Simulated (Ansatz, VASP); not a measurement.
## Two plane-wave programs on Ir

INCAR

```
ALGO     = Normal         # electronic algorithm
EDIFF    = 1E-7           # SCF threshold, eV
EDIFFG   = -0.05          # ionic threshold
ENCUT    = 500            # plane-wave cutoff, eV
GGA      = PE             # functional
GGA_COMPAT= False        
IBRION   = 2              # ionic algorithm
ISIF     = 3              # what is computed and relaxed
ISMEAR   = 0              # smearing method
LASPH    = True           # aspherical terms in the spheres
LCHARG   = False          # write CHGCAR
LREAL    = False          # projectors in reciprocal space
LWAVE    = False          # write WAVECAR
NELM     = 120            # most SCF steps
NELMIN   = 4            
NSW      = 80             # ionic steps
PREC     = Accurate       # precision mode
SIGMA    = 0.1            # smearing width, eV
```

The input KPOINTS:

```
k-points
0
Gamma
  6 6 6
```

Contents of POSCAR:

```
Ir
1.0
    0.0000000000      3.2078947470      3.2078947470
    3.2078947470      0.0000000000      3.2078947470
    3.2078947470      3.2078947470      0.0000000000
Ir
2
Direct
    0.2500000000      0.2500000000      0.2500000000
    0.0000000000      0.0000000000      0.0000000000
```

Input for Ansatz:

```yaml
crystal:
  lattice:
    - [0.0, 3.207894747, 3.207894747]
    - [3.207894747, 0.0, 3.207894747]
    - [3.207894747, 3.207894747, 0.0]
  atoms:
    - { symbol: Ir, position: [0.25, 0.25, 0.25] }
    - { symbol: Ir, position: [0.0, 0.0, 0.0] }
basis:
  ecutwfc: 420
kpoints:
  mp_grid: { grid: [6, 6, 6] }
hamiltonian:
  xc: pbe
scf:
  occupations: { method: gaussian, width: 0.1 }
output:
  forces: true
  stress: true
  eigenvalues: true
relax:
  adjacent_minimum: "off"
  f_tol: 0.05
  max_steps: 60
  cell: { stress_tol: 0.5 }
```

Alike in both runs: task relaxation of cell and atoms; functional PBE; k mesh 6 × 6 × 6; occupations gaussian, width 0.1 eV; no spin polarisation.

|  | VASP | Ansatz |
| --- | --- | --- |
| version | VASP 6.6.1 | Ansatz 0.2.0 |
| potentials or method | VASP PAW PBE potentials, release 64 (Ir), cutoff 500 eV | scalar-relativistic, plane waves, PAW |
| valence electrons in the cell | 18 | 34 |

|  | VASP | Ansatz | Ansatz less VASP |
| --- | --- | --- | --- |
| gap on the k mesh at the Fermi level, each at its own relaxed structure (eV) | none | none | - |
| relaxed volume (Å³/atom) | 21.63 | 21.64 | +0.010 |
| relaxed cell length with the largest relative difference (Å) | 3.940 | 3.941 | +0.0006 |

A gap of «none» marks a metal or a gap that the smearing closes. VASP's potentials hold 18 valence electrons a cell and Ansatz's 34, so a difference there can come from the potentials and not from the codes.

Neither program's run includes spin-orbit coupling. Noted on VASP's run: the volume moved by over 15 % at a fixed basis, so the end points are rough.
